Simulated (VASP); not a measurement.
Wanted: the native input for a VASP 6.6.1 run.

- Task: single point
- Functional: PBE
- Potentials or basis: VASP PAW PBE potentials, release 64 (Ti_sv, S)
- Cutoff: 520 eV
- k mesh: 5 × 5 × 5
- Occupations: methfessel-paxton, width 0.05 eV
- Spin: no spin polarisation
- Dipole correction: no
- Further INCAR settings: ALGO = Normal; EDIFF = 1e-07; NBANDS = 32

The structure of Ti3S2 lies in POSCAR:

```
Ti3S2
1.0
    2.7131139241      1.5664170544      3.2376184047
   -2.7131139241      1.5664170544      3.2376184047
    0.0000000000     -3.1328341088      3.2376184047
Ti S
3 2
Direct
    0.0000000000      0.3356550000      0.6643450000
    0.6643450000      0.0000000000      0.3356550000
    0.3356550000      0.6643450000      0.0000000000
    0.1678390000      0.1678390000      0.1678390000
    0.8321610000      0.8321610000      0.8321610000
```

These files were run (other wordings do the same):

INCAR

```
ALGO = Normal
EDIFF = 1E-7
ENCUT = 520
GGA = PE
ISIF = 2
ISMEAR = 1
LASPH = T
LCHARG = T
LELF = T
LREAL = F
LVHAR = T
LWAVE = F
NBANDS = 32
NELM = 100
PREC = Accurate
SIGMA = 0.05
```

KPOINTS

```
k-points
0
Gamma
  5 5 5
```

Potentials or basis: VASP PAW PBE potentials, release 64 (Ti_sv, S).

Run with:

```console
$ cat potpaw_PBE.64/Ti_sv/POTCAR potpaw_PBE.64/S/POTCAR > POTCAR
$ mpirun -np 1 vasp_std > vasp.out
```

It gave:

- Pressure: 0.4 GPa
- Largest force: 0.057 eV/Å
- Band gap on the k mesh: zero (band 24 reaches 8.57 eV, above the bottom of band 25 at 8.43 eV)

Run time: 37 s on 1 thread of Intel(R) Xeon(R) Platinum 8488C (Sapphire Rapids), with other jobs on the host, peak memory 0.21 GiB.
